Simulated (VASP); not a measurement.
Write the native input for VASP 6.6.1 that does the following.

```
Task                   : single point
Functional             : revPBE
Dispersion             : D3(BJ)
Potentials or basis    : VASP PAW PBE potentials, release 64 (Na_pv)
Cutoff                 : 520 eV
k mesh                 : 9 × 9 × 9
Occupations            : methfessel-paxton, width 0.05 eV
Spin                   : no spin polarisation
Dipole correction      : no
Further INCAR settings : ALGO = Normal; EDIFF = 1e-07; NBANDS = 10
```

The structure of Na lies in POSCAR:

```
Na
1.0
   -2.3063223357      2.3063223357      2.3063223357
    2.3063223357     -2.3063223357      2.3063223357
    2.3063223357      2.3063223357     -2.3063223357
Na
1
Direct
    0.0000000000      0.0000000000      0.0000000000
```

One way to write it, as run:

INCAR

```
SYSTEM = Na
  PREC = Accurate
  ENCUT = 520
  EDIFF = 1E-7
  ISMEAR = 1
  SIGMA = 0.05
  LREAL = .FALSE.
  LASPH = .TRUE.
  NELM = 100
  ALGO = Normal
  ISIF = 2
  LWAVE = .FALSE.
  LCHARG = .FALSE.
  GGA = RE
  IVDW = 12
  NBANDS = 10
```

KPOINTS

```
Automatic mesh
0
G
  9 9 9
  0 0 0
```

Potentials or basis: VASP PAW PBE potentials, release 64 (Na_pv).

The run is started by

```sh
$ cat potpaw_PBE.64/Na_pv/POTCAR > POTCAR
$ mpirun -np 1 vasp_std > vasp.out
```

Results of the run:

```json
{
  "Pressure": "-1.7 GPa",
  "Dispersion energy per atom": "-0.218 eV"
}
```

Caveat: three body term missing; the PAW data sets were made with another functional, which shifts forces and pressure a little; pairwise dispersion overbinds metals, which lowers pressure and volume.

Run time: 16 s on 1 thread of Intel(R) Xeon(R) Platinum 8375C CPU @ 2.90GHz (Ice Lake), on a shared host, peak memory 0.17 GiB.
